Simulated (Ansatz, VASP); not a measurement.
# Two plane-wave programs on Zn

File INCAR:

```
SYSTEM = Zn
ALGO = Fast
EDIFF = 1E-6
ENCUT = 520
GGA = PE
ISIF = 2
ISMEAR = 0
LASPH = .TRUE.
LCHARG = .TRUE.
LELF = .TRUE.
LREAL = .FALSE.
LVHAR = .TRUE.
LWAVE = .FALSE.
NBANDS = 12
NELM = 60
PREC = Accurate
SIGMA = 0.15
```

KPOINTS

```
k-points
0
G
  20 20 20
  0 0 0
```

POSCAR

```
Zn
1.0
   -0.0916364303      1.9643393415      2.0101084482
    1.9643393415     -0.0916364303      2.0101084482
    1.8727029112      1.8727029112      0.0000000000
Zn
1
Direct
    0.0000000000      0.0000000000      0.0000000000
```

Input for Ansatz:

```yaml
crystal:
  lattice:
    - [-0.0916364303, 1.9643393415, 2.0101084482]
    - [1.9643393415, -0.0916364303, 2.0101084482]
    - [1.8727029112, 1.8727029112, 0.0]
  atoms:
    - { symbol: Zn, position: [0.0, 0.0, 0.0] }
basis:
  ecutwfc: 520.0
kpoints:
  mp_grid: { grid: [20, 20, 20] }
hamiltonian:
  xc: pbe
scf:
  occupations: { method: gaussian, width: 0.15 }
output:
  forces: true
  stress: true
  eigenvalues: true
```

Change from the starting cell: engineering shear strain xy -0.0933, normal strain along z +0.0233.

Alike in both runs: task single point; functional PBE; k mesh 20 × 20 × 20; occupations gaussian, width 0.15 eV; no spin polarisation.

|  | VASP | Ansatz |
| --- | --- | --- |
| version | VASP 6.6.1 | Ansatz 0.2.0 |
| potentials or method | VASP PAW PBE potentials, release 64 (Zn), cutoff 520 eV | scalar-relativistic, plane waves, PAW |
| valence electrons in the cell | 12 | 12 |

Ansatz gave:

```
gap on the k mesh at the Fermi level (eV)                     : none
pressure (GPa)                                                : -1.0
traceless stress, the component that is largest in VASP (GPa) : -1.63
```

Estimate VASP's values.

gap on the k mesh at the Fermi level (eV): none; pressure (GPa): -0.8; traceless stress, the component that is largest in VASP (GPa): -1.64.

A gap of «none» marks a metal or a gap that the smearing closes. The functional is the same, so the differences come from potentials, cutoffs and numerics.
